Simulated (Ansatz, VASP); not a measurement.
## Sb: VASP beside Ansatz

```
CELL_PARAMETERS angstrom
3.08334 0.00000 0.00000
0.00000 3.08334 0.00000
0.00000 0.00000 3.08334
ATOMIC_POSITIONS crystal
Sb 0.00000 0.00000 0.00000
```

Alike in both runs: task relaxation of cell and atoms; functional r2SCAN; k mesh 14 × 14 × 14; occupations gaussian, width 0.1 eV; no spin polarisation.

|  | VASP | Ansatz |
| --- | --- | --- |
| version | VASP 6.6.1 | Ansatz 0.2.0 |
| potentials or method | VASP PAW PBE potentials, release 64 (Sb), cutoff 600 eV | scalar-relativistic, plane waves, PAW |
| valence electrons in the cell | 5 | 15 |

Ansatz gave:

| Item | Value |
| --- | --- |
| gap on the k mesh at the Fermi level, each at its own relaxed structure (eV) | none |
| relaxed volume (Å³/atom) | 29.43 |
| relaxed cell length with the largest relative difference (Å) | 3.087 |

Problem. What did VASP give for the same quantities?

Solution. gap on the k mesh at the Fermi level, each at its own relaxed structure (eV): none; relaxed volume (Å³/atom): 29.44; relaxed cell length with the largest relative difference (Å): 3.088.

VASP's potentials were made for PBE, not for r2SCAN. A gap of «none» marks a metal or a gap that the smearing closes. VASP's potentials hold 5 valence electrons a cell and Ansatz's 15, so a difference there can come from the potentials and not from the codes.

Spin-orbit coupling is off throughout.
